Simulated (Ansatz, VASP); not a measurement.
**One calculation of TiAl, two programs**

The input INCAR:

```
SYSTEM = TiAl
PREC = Accurate
ENCUT = 520
EDIFF = 1E-7
ISMEAR = 0
SIGMA = 0.1
LREAL = .False.
LASPH = .True.
NELM = 150
ALGO = Normal
ISIF = 2
LWAVE = .False.
LCHARG = .False.
ISPIN = 2
MAGMOM = 1 0
LORBIT = 11
LMAXMIX = 4
GGA = PE
NBANDS = 18
```

File KPOINTS:

```
Automatic mesh
0
Gamma
  6 6 4
  0 0 0
```

The input POSCAR:

```
TiAl
1.0
    2.8672621400      0.0000000000      0.0000000000
   -1.4336310700      2.4831218500      0.0000000000
    0.0000000000      0.0000000000      4.6780829400
Ti Al
1 1
Direct
    0.0000000000      0.0000000000      0.0000000000
    0.3333333300      0.6666666700      0.5000000000
```

Input for Ansatz:

```yaml
crystal:
  lattice:
    - [2.86726214, 0.0, 0.0]
    - [-1.43363107, 2.48312185, 0.0]
    - [0.0, 0.0, 4.67808294]
  atoms:
    - { symbol: Ti, position: [0.0, 0.0, 0.0], spin: 1.0 }
    - { symbol: Al, position: [0.33333333, 0.66666667, 0.5] }
basis:
  ecutwfc: 420
kpoints:
  mp_grid: { grid: [6, 6, 4] }
hamiltonian:
  xc: pbe
scf:
  occupations: { method: gaussian, width: 0.1 }
  lower_state_search: "off"
output:
  forces: true
  stress: true
  eigenvalues: true
  populations: true
magnetization:
  spin_polarized: true
```

Alike in both runs: task single point; functional PBE; k mesh 6 × 6 × 4; occupations gaussian, width 0.1 eV; collinear spin.

```csv
,VASP,Ansatz
version,VASP 6.6.1,Ansatz 0.2.0
potentials or method,"VASP PAW PBE potentials, release 64 (Ti_sv, Al), cutoff 520 eV","scalar-relativistic, plane waves, PAW"
valence electrons in the cell,15,15
```

VASP gave:

* gap on the k mesh at the Fermi level (eV): none
* pressure (GPa): 0.2
* traceless stress, the component that is largest in VASP (GPa): -1.72
* net moment per atom (μB): 0.28
* size of the moment on the site where the two differ most (μB): 0.36

Task: Estimate Ansatz's values.

Result: gap on the k mesh at the Fermi level (eV): none; pressure (GPa): 0.3; traceless stress, the component that is largest in VASP (GPa): -1.75; net moment per atom (μB): 0.28; size of the moment on the site where the two differ most (μB): 0.38.

Site moments also hang on the region over which each program counts them. A gap of «none» marks a metal or a gap that the smearing closes.

The k mesh is coarse, so the values compare programs but aren't converged.
